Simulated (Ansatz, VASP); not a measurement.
One calculation of Cu, two programs

```
Cu
1.0
     4.05157    0.00000    0.00000
    -2.02579    3.50877    0.00000
     0.00000    0.00000    2.42974
Cu
3
Direct
  0.00000 0.00000 0.00000
  0.33333 0.66667 0.50000
  0.66667 0.33333 0.50000
```

Alike in both runs: functional PBEsol; k mesh 15 × 15 × 18; occupations gaussian, width 0.1 eV; no spin polarisation.

Ansatz relaxed the structure, and its values are those at the end. VASP's run is a single point on that final structure, the one shown.

|  | VASP | Ansatz |
| --- | --- | --- |
| version | VASP 6.6.1 | Ansatz 0.2.0 |
| potentials or method | VASP PAW PBE potentials, release 64 (Cu), cutoff 520 eV | scalar-relativistic, plane waves, PAW |
| valence electrons in the cell | 33 | 57 |

```csv
,VASP,Ansatz,Ansatz less VASP
gap on the k mesh at the Fermi level (eV),none,none,-
pressure (GPa),0.6,0.0,-0.57
```

VASP's potentials were made for PBE, not for PBEsol. A gap of «none» marks a metal or a gap that the smearing closes. VASP's potentials hold 33 valence electrons a cell and Ansatz's 57, so a difference there can come from the potentials and not from the codes.
